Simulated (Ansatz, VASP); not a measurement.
# Two plane-wave programs on HfO2

```
Hf O
1.0
     2.54881   -2.54881    0.00000
     2.54881    0.00000   -2.54881
     6.82966    6.82966    6.82966
Hf O
3 6
Direct
  0.00000 0.00000 0.62201
  0.33333 0.33333 0.37321
  0.66667 0.66667 0.12441
  0.66667 0.66667 0.31101
  0.00000 0.00000 0.06221
  0.33333 0.33333 0.55981
  0.66667 0.66667 0.68421
  0.00000 0.00000 0.43541
  0.33333 0.33333 0.18661
```

Alike in both runs: task single point; functional PBE; k mesh 7 × 7 × 3; occupations gaussian, width 0.05 eV; no spin polarisation.

|  | VASP | Ansatz |
| --- | --- | --- |
| version | VASP 6.6.1 | Ansatz 0.2.0 |
| potentials or method | VASP PAW PBE potentials, release 64 (Hf_pv, O), cutoff 520 eV | scalar-relativistic, plane waves, PAW |
| valence electrons in the cell | 66 | 114 |

|  | VASP | Ansatz | Ansatz less VASP |
| --- | --- | --- | --- |
| gap on the k mesh at the Fermi level (eV) | 4.16 | 4.19 | +0.023 |
| least direct gap on the mesh (eV) | 4.22 | 4.23 | +0.005 |
| pressure (GPa) | -9.3 | -6.8 | +2.46 |
| traceless stress, the component that is largest in VASP (GPa) | 2.52 | 2.28 | -0.233 |
| rms of the force components (eV/Å) | 0.343 | 0.326 | -0.0168 |

Atom by atom the forces differ by 0.047 eV/Å (rms over components). VASP's potentials hold 66 valence electrons a cell and Ansatz's 114, so a difference there can come from the potentials and not from the codes.

Neither program's run includes spin-orbit coupling.
